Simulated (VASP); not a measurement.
Runs of VASP 6.6.1 on AlN. The structure is that of space group P6_3mc (No. 186), or close to it. The cells are those of the table. 

```csv
task,cell,k mesh,cutoff (eV),smearing,gap on the mesh (eV),pressure (GPa)
single point,"a = 3.114, b = 3.121, c = 4.983 Å, angles 90.1, 90.3, 120.2°, 4 atoms",8 × 8 × 6,520,gaussian 0.01 eV,4.11,0.0
single point,"a = 3.114, b = 3.114, c = 5.008 Å, angles 90.0, 90.0, 120.0°, 4 atoms",8 × 8 × 6,520,gaussian 0.01 eV,(a),-1.0
relaxation of the atoms,"atoms relaxed from a = 3.098, b = 3.098, c = 4.958 Å, angles 90.0, 90.0, 120.0°, 4 atoms",8 × 8 × 6,520,gaussian 0.01 eV,4.24,3.1
relaxation of cell and atoms,"relaxed from a = 3.113, b = 3.113, c = 4.981 Å, angles 90.0, 90.0, 120.0°, 4 atoms",14 × 14 × 8,600,fermi-dirac 0.1 eV,4.12,0.0
single point,"a = 3.114, b = 3.107, c = 4.983 Å, angles 89.9, 89.7, 119.8°, 4 atoms",8 × 8 × 6,520,gaussian 0.01 eV,4.11,0.0
```

Alike in all rows: level PBEsol; potentials or basis VASP PAW PBE potentials, release 64 (Al, N); no spin polarisation.

Estimate the missing entries.

(a) 4.09.

Caveats: the PAW data sets were made with another functional, which shifts forces and pressure a little.

A k mesh can miss the band edges.
